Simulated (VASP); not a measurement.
# Ca (Fm-3m) in VASP: further runs

The runs below take Ca through single point, with PBE+D4, r2SCAN+rVV10.

All numbers are computed with VASP 6.6.1; they aren't measurements. Logs are shortened: lines on timing, memory, paths and dates and some standing lists are left out, and cuts for length are marked.

## (1) The cell of the first run

It takes space group Fm-3m (No. 225, cubic). Conventional cell: a = 5.588 Å, b = 5.588 Å, c = 5.588 Å, α = 90.00°, β = 90.00°, γ = 90.00°. Ca (site symmetry m-3m) has 12 Ca at 3.95 Å within 5.2 Å.

## (2) Single point, PBE+D4

File INCAR:

```
ALGO     = Fast           # electronic algorithm
EDIFF    = 1E-6           # SCF threshold, eV
ENCUT    = 520            # plane-wave cutoff, eV
GGA      = PE             # functional
ISIF     = 2              # what is computed and relaxed
ISMEAR   = -1             # smearing method
IVDW     = 13             # dispersion correction
LASPH    = True           # aspherical terms in the spheres
LCHARG   = False          # write CHGCAR
LREAL    = False          # projectors in reciprocal space
LWAVE    = False          # write WAVECAR
NBANDS   = 11             # bands
NELM     = 60             # most SCF steps
PREC     = Accurate       # precision mode
SIGMA    = 0.1            # smearing width, eV
```

File KPOINTS:

```
k-points
0
Gamma
  8 8 8
```

File POSCAR:

```
Ca
1.0
    0.0000000000      2.7942000000      2.7942000000
    2.7942000000      0.0000000000      2.7942000000
    2.7942000000      2.7942000000      0.0000000000
Ca
1
Direct
    0.0000000000      0.0000000000      0.0000000000
```

Potentials or basis: VASP PAW PBE potentials, release 64 (Ca_sv).

The run is started by

```bash
cat potpaw_PBE.64/Ca_sv/POTCAR > POTCAR
mpirun -np 1 vasp_std > vasp.out
```

OUTCAR:

```text
EDIFF = 1E-6
   ENCUT = 520
   GGA = PE
   ISIF = 2
   ISMEAR = -1
   IVDW = 13
   LASPH = True
   LREAL = False
   NELM = 60
   PREC = Accurate

 ion  position               nearest neighbor table
   1  0.000  0.000  0.000-

  LATTYP: Found a face centered cubic cell.
 ALAT       =     5.5884000000

  Lattice vectors:

 A1 = (   0.0000000000,   2.7942000000,   2.7942000000)
 A2 = (   2.7942000000,   0.0000000000,   2.7942000000)
 A3 = (   2.7942000000,   2.7942000000,   0.0000000000)

Analysis of symmetry for initial positions (statically):
=====================================================================
 Subroutine PRICEL returns:
 Original cell was already a primitive cell.

 Routine SETGRP: Setting up the symmetry group for a
 face centered cubic supercell.

 Subroutine GETGRP returns: Found 48 space group operations
 (whereof 48 operations were pure point group operations)
 out of a pool of 48 trial point group operations.

The static configuration has the point symmetry O_h .

Analysis of symmetry for dynamics (positions and initial velocities):
=====================================================================
 Subroutine PRICEL returns:
 Original cell was already a primitive cell.

 Routine SETGRP: Setting up the symmetry group for a
 face centered cubic supercell.

 Subroutine GETGRP returns: Found 48 space group operations
 (whereof 48 operations were pure point group operations)
 out of a pool of 48 trial point group operations.

The dynamic configuration has the point symmetry O_h .

 Subroutine INISYM returns: Found 48 space group operations
 (whereof 48 operations are pure point group operations),
 and found     1 'primitive' translations

----------------------------------------------------------------------------------------

                                     Primitive cell

  volume of cell :      43.6317

  direct lattice vectors                    reciprocal lattice vectors
     0.000000000  2.794200000  2.794200000    -0.178942094  0.178942094  0.178942094
     2.794200000  0.000000000  2.794200000     0.178942094 -0.178942094  0.178942094
     2.794200000  2.794200000  0.000000000     0.178942094  0.178942094 -0.178942094

  length of vectors
     3.951595536  3.951595536  3.951595536     0.309936799  0.309936799  0.309936799

  position of ions in fractional coordinates (direct lattice)
     0.000000000  0.000000000  0.000000000

  ion indices of the primitive-cell ions
   primitive index   ion index
                 1           1

----------------------------------------------------------------------------------------

 KPOINTS: k-points

Automatic generation of k-mesh.
 Grid dimensions read from file:
 generate k-points for:    8    8    8

 Generating k-lattice:

  Cartesian coordinates                     Fractional coordinates (reciprocal lattice)
    -0.022367762  0.022367762  0.022367762     0.125000000  0.000000000  0.000000000
     0.022367762 -0.022367762  0.022367762     0.000000000  0.125000000  0.000000000
     0.022367762  0.022367762 -0.022367762     0.000000000  0.000000000  0.125000000

  Length of vectors
     0.038742100  0.038742100  0.038742100

  Shift w.r.t. Gamma in fractional coordinates (k-lattice)
     0.000000000  0.000000000  0.000000000

 Subroutine IBZKPT returns following result:
 ===========================================

 Found     29 irreducible k-points:

 Following reciprocal coordinates:
            Coordinates               Weight
  0.000000  0.000000  0.000000      1.000000
  0.125000  0.000000  0.000000      8.000000
  0.250000  0.000000  0.000000      8.000000
  0.375000  0.000000  0.000000      8.000000
  0.500000  0.000000  0.000000      4.000000
  0.125000  0.125000  0.000000      6.000000
[... 16 lines left out ...]
  0.500000  0.250000  0.125000     48.000000
 -0.375000  0.250000  0.125000     24.000000
 [... further k-points ...]
   k-points           NKPTS =     29   k-points in BZ     NKDIM =     29   number of bands    NBANDS=     11
   number of dos      NEDOS =    301   number of ions     NIONS =      1
   total plane-waves  NPLWV =  27000
   dimension x,y,z NGX =    30 NGY =   30 NGZ =   30
   dimension x,y,z NGXF=    60 NGYF=   60 NGZF=   60
   ions per type =               1
   NGX,Y,Z   is equivalent  to a cutoff of  12.62, 12.62, 12.62 a.u.
   NGXF,Y,Z  is equivalent  to a cutoff of  25.24, 25.24, 25.24 a.u.
 SYSTEM =  unknown system
   PREC   = accura    normal or accurate (medium, high low for compatibility)
   ISTART =      0    job   : 0-new  1-cont  2-samecut
   ICHARG =      2    charge: 1-file 2-atom 10-const
   ISPIN  =      1    spin polarized calculation?
   LNONCOLLINEAR =      F non collinear calculations
   LSORBIT =      F    spin-orbit coupling
   LASPH  =      T    aspherical Exc in radial PAW
   ENCUT  =  520.0 eV  38.22 Ry    6.18 a.u.   7.35  7.35  7.35*2*pi/ulx,y,z
   NELM   =     60;   NELMIN=  2; NELMDL= -5     # of ELM steps
   EDIFF  = 0.1E-05   stopping-criterion for ELM
   LREAL  =      F    real-space projection
   EDIFFG = 0.1E-04   stopping-criterion for IOM
   NSW    =      0    number of steps for IOM
   IBRION =     -1    ionic relax: 0-MD 1-quasi-New 2-CG
   NFREE  =      0    steps in history (QN), initial steepest desc. (CG)
   ISIF   =      2    stress and relaxation
   ISYM   =      2    0-nonsym 1-usesym 2-fastsym
   POTIM  = 0.5000    time-step for ionic-motion
   TEBEG  =    0.0;   TEEND  =   0.0 temperature during run
   PSTRESS=    0.0 pullay stress
   NELECT =      10.0000    total number of electrons
   NUPDOWN=      -1.0000    fix difference up-down
   EMIN   =  10.00;   EMAX   =-10.00  energy-range for DOS
   EFERMI =   0.00;   METHOD = LEGACY
   ISMEAR =    -1;   SIGMA  =   0.10  broadening in eV -4-tet -1-fermi 0-gaus
   EFERMI_NEDOS =   21; number of points for ismear=-14 and -15
   IALGO  =     68    algorithm
   IMIX   =      4    mixing-type and parameters
     AMIX     =   0.40;   BMIX     =  1.00
     AMIX_MAG =   1.60;   BMIX_MAG =  1.00
  volume/ion in A,a.u.               =      43.63       294.44
  Fermi-wavevector in a.u.,A,eV,Ry     =   1.001861  1.893242 13.656506  1.003725
  Thomas-Fermi vector in A             =   2.134310
   LORBIT       =      0    0 simple, 1 ext, 2 COOP (PROOUT), +10 PAW based schemes
   GGA     = PE    functional components
   LHFCALC =     F    Hartree Fock is set to
   AEXX    =    0.0000 exact exchange contribution
   IVDW    =    13    specifies the selected vdW correction
   LEPSILON=     F    determine dielectric tensor
   LRPA    =     F    only Hartree local field effects (RPA)
 non-spin polarized calculation
 RMM-DIIS sequential band-by-band and
  energy-cutoff  :      520.00
  volume of cell :       43.63
 maximum number of plane-waves:      1211
 NGX is ok and might be reduce to    30
   NGX = 15   NGY = 15   NGZ = 15

 number of electron      10.0000000 magnetization

 number of electron       9.9999997 magnetization

 Free energy of the ion-electron system (eV)
  ---------------------------------------------------
  ext. energy  EPLUGINS =         0.00000000
  ---------------------------------------------------
  free energy    TOTEN  =        -1.94858279 eV

  energy without entropy =       -1.90877037  energy(sigma->0) =       -1.92867658

 E-fermi :   1.8082     XC(G=0):  -7.6325

 val. band max:        1.7447488545   @ k =  -0.3750   0.2500   0.1250
 cond. band min:       1.8484471148   @ k =   0.5000   0.1250   0.0000
 fundamental gap:      0.1036982602
 Fermi energy:         1.8081883450

 k-point     1 :       0.0000    0.0000    0.0000
  band No.  band energies     occupation
      1     -40.2565      2.00000
      2     -21.1779      2.00000
      3     -21.1779      2.00000
      4     -21.1779      2.00000
      5      -2.1361      2.00000
      6       4.1260      0.00000
      7       4.1260      0.00000
      8       4.1260      0.00000
      9       5.1559      0.00000
     10       5.1559      0.00000
     11      10.8034      0.00000

 k-point     2 :       0.1250    0.0000    0.0000
  band No.  band energies     occupation
      1     -40.2549      2.00000
      2     -21.1960      2.00000
      3     -21.1804      2.00000
      4     -21.1804      2.00000
      5      -1.8778      2.00000
      6       3.8599      0.00000
      7       4.2133      0.00000
      8       4.2133      0.00000
      9       5.0872      0.00000
     10       5.0872      0.00000
     11      10.8777      0.00000

 k-point     3 :       0.2500    0.0000    0.0000
  band No.  band energies     occupation
      1     -40.2508      2.00000
      2     -21.2394      2.00000
      3     -21.1864      2.00000
      4     -21.1864      2.00000
      5      -1.1419      2.00000
      6       3.2310      0.00000
      7       4.2560      0.00000
      8       4.2560      0.00000
      9       5.1668      0.00000
     10       5.1668      0.00000
     11       9.0031      0.00000

 k-point     4 :       0.3750    0.0000    0.0000
  band No.  band energies     occupation
      1     -40.2467      2.00000
      2     -21.2822      2.00000
      3     -21.1924      2.00000
      4     -21.1924      2.00000
      5      -0.0610      2.00000
      6       2.4127      0.00473
      7       4.1003      0.00000
      8       4.1003      0.00000
      9       5.5745      0.00000
     10       5.5745      0.00000
     11       7.4532      0.00000
[... 239 lines left out ...]
 k-point    22 :       0.3750    0.2500    0.1250
  band No.  band energies     occupation
      1     -40.2477      2.00000
      2     -21.2500      2.00000
      3     -21.2088      2.00000
      4     -21.1941      2.00000
      5      -0.5228      2.00000
      6       3.0282      0.00001
      7       3.7721      0.00000
      8       4.6603      0.00000
      9       4.7872      0.00000
     10       5.6688      0.00000
     11       9.0908      0.00000

 k-point    23 :       0.5000    0.2500    0.1250
  band No.  band energies     occupation
      1     -40.2444      2.00000
      2     -21.2732      2.00000
      3     -21.2223      2.00000
      4     -21.2012      2.00000
      5       0.5023      2.00000
      6       2.5285      0.00149
      7       3.3735      0.00000
      8       4.5072      0.00000
      9       5.3262      0.00000
     10       6.0313      0.00000
     11       7.4320      0.00000

 k-point    24 :      -0.3750    0.2500    0.1250
  band No.  band energies     occupation
      1     -40.2431      2.00000
      2     -21.2832      2.00000
      3     -21.2266      2.00000
      4     -21.2051      2.00000
      5       1.5059      1.90721
      6       1.7447      1.30697
      7       3.3155      0.00000
      8       4.4140      0.00000
      9       5.6574      0.00000
     10       6.1951      0.00000
     11       6.6033      0.00000

 [... further k-points ...]

------------------------ aborting loop because EDIFF is reached ----------------------------------------

  DFT-D4 for vdW energy calculation

  Edisp (eV):   -0.16916

  FORCE on cell =-STRESS in cart. coord.  units (eV):
  Direction    XX          YY          ZZ          XY          YZ          ZX
  --------------------------------------------------------------------------------------
  -------------------------------------------------------------------------------------
  Total      -0.30177    -0.30177    -0.30177     0.00000     0.00000     0.00000
  in kB     -11.08110   -11.08110   -11.08110     0.00000     0.00000     0.00000
  external pressure =      -11.08 kB  Pullay stress =        0.00 kB

 VOLUME and BASIS-vectors are now :
 -----------------------------------------------------------------------------
  energy-cutoff  :      520.00
  volume of cell :       43.63
      direct lattice vectors                 reciprocal lattice vectors
     0.000000000  2.794200000  2.794200000    -0.178942094  0.178942094  0.178942094
     2.794200000  0.000000000  2.794200000     0.178942094 -0.178942094  0.178942094
     2.794200000  2.794200000  0.000000000     0.178942094  0.178942094 -0.178942094

 POSITION                                       TOTAL-FORCE (eV/Angst)
 -----------------------------------------------------------------------------------
      0.00000      0.00000      0.00000         0.000000      0.000000      0.000000
 -----------------------------------------------------------------------------------
    total drift:                               -0.000000     -0.000000      0.000000

  FREE ENERGIE OF THE ION-ELECTRON SYSTEM (eV)
  ---------------------------------------------------
  free  energy   TOTEN  =        -2.1177414695 eV

  energy  without entropy=       -2.0779290492  energy(sigma->0) =       -2.09783526
```

Run time: 34 s. Hardware: 1 thread of Intel Xeon 8259CL, shared host; peak memory 0.17 GiB.

Results:

- Free energy: -2.1177 eV
- Pressure: -1.1 GPa
- Band gap on the k mesh: zero (bands 5 and 6 overlap by 0.40 eV)
- Dispersion energy per atom: -0.169 eV

Levels at points of the mesh, in eV from the Fermi level:
```tsv
k point	band 2	band 3	band 4	band 5	band 6	band 7	band 8	band 9
(0.00, 0.00, 0.00)	-22.99	-22.99	-22.99	-3.94	2.32	2.32	2.32	3.35
(0.50, 0.00, 0.00)	-23.11	-23.00	-23.00	-0.95	-0.16	2.21	2.21	4.01
(0.50, 0.50, 0.00)	-23.10	-23.03	-23.03	-0.40	0.62	0.93	4.00	4.18
```

## (3) Single point, r2SCAN+rVV10

This run uses another cell than the first one, of 44.29 Å³/atom.

File POSCAR:

```
Ca
1.0
    0.0000000000      2.8082861494      2.8082861494
    2.8082861494      0.0000000000      2.8082861494
    2.8082861494      2.8082861494      0.0000000000
Ca
1
Direct
    0.0000000000      0.0000000000      0.0000000000
```

File INCAR.step1:

```
SYSTEM = Ca
PREC = Accurate
ENCUT = 520
ISMEAR = -1
SIGMA = 0.05
LREAL = .False.
LASPH = .True.
NELM = 80
NBANDS = 11
GGA = PE
ALGO = Normal
EDIFF = 1E-4
LWAVE = .True.
LCHARG = .False.
```

File INCAR.step2:

```
SYSTEM = Ca
PREC = Accurate
ENCUT = 520
EDIFF = 1E-6
ISMEAR = -1
SIGMA = 0.05
LREAL = .False.
LASPH = .True.
NELM = 80
ALGO = Normal
ISIF = 2
LWAVE = .False.
LCHARG = .False.
METAGGA = R2SCAN
LMIXTAU = .True.
LUSE_VDW = .True.
IVDW_NL = 2
BPARAM = 11.95
CPARAM = 0.0093
NBANDS = 11
ISTART = 1
```

File KPOINTS:

```
regular mesh
0
Gamma
  8 8 8
  0 0 0
```

Potentials or basis: VASP PAW PBE potentials, release 64 (Ca_sv).

The run is started by

```bash
cat potpaw_PBE.64/Ca_sv/POTCAR > POTCAR
cp INCAR.step1 INCAR
mpirun -np 1 vasp_std > vasp.out
cp INCAR.step2 INCAR
mpirun -np 1 vasp_std > vasp.out
```

It took 2.5 min on 1 thread of Intel Xeon 8259CL, shared host; peak memory 0.29 GiB.

The run converged. Its results:

```
Free energy            : -6.7483 eV
Pressure               : -0.6 GPa
Band gap on the k mesh : zero (bands 5 and 6 overlap by 0.61 eV)
```

Levels at points of the mesh, in eV from the Fermi level:
```tsv
k point	band 1	band 2	band 3	band 4	band 5	band 6	band 7	band 8	band 9	band 10
(0.00, 0.00, 0.00)	-43.80	-23.83	-23.83	-23.83	-4.15	2.71	2.71	2.71	3.79	3.79
(0.50, 0.00, 0.00)	-43.79	-23.96	-23.85	-23.85	-0.88	-0.27	2.58	2.58	4.47	4.47
(0.50, 0.50, 0.00)	-43.78	-23.95	-23.88	-23.88	-0.30	0.85	0.91	4.46	4.66	4.66
```

Caveat: the PAW data sets were made with another functional, which shifts forces and pressure a little.

(Part 1 of 2 ends here.)
